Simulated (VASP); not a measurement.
The system is ZrSi3O8.

```
CELL_PARAMETERS angstrom
3.46971 0.00000 0.00000
0.00000 5.81366 0.00000
0.00000 0.00000 5.74630
ATOMIC_POSITIONS crystal
Si 0.00000 0.74743 0.05812
Si 0.00000 0.25257 0.05812
Si 0.50000 0.50000 0.42110
Zr 0.50000 0.00000 0.47800
O 0.50000 0.70541 0.61618
O 0.50000 0.73434 0.15694
O 0.00000 0.00000 0.29639
O 0.00000 0.00000 0.89065
O 0.50000 0.29459 0.61618
O 0.50000 0.26566 0.15694
O 0.00000 0.50000 0.33702
O 0.00000 0.50000 0.91436
```

Base run:

* Program: VASP 6.6.1
* Functional: r2SCAN
* Potentials or basis: VASP PAW PBE potentials, release 64 (Si, Zr_sv, O)
* Cutoff: 520 eV
* k mesh: 8 × 4 × 4
* Occupations: gaussian, width 0.01 eV
* Spin: no spin polarisation

Its results: band gap on the k mesh 4.39 eV, indirect (least direct gap 4.48 eV); pressure 0.6 GPa; largest force 0.089 eV/Å.

The run is repeated on the same cell with these changes: functional from r2SCAN to PBE; occupations from gaussian, width 0.01 eV to fermi-dirac, width 0.02 eV. What comes out?

Band gap on the k mesh 3.70 eV, indirect (least direct gap 3.79 eV); pressure 7.3 GPa; largest force 0.474 eV/Å.

Caveats: the PAW data sets were made with another functional, which shifts forces and pressure a little (some runs).

A k mesh can miss the band edges.
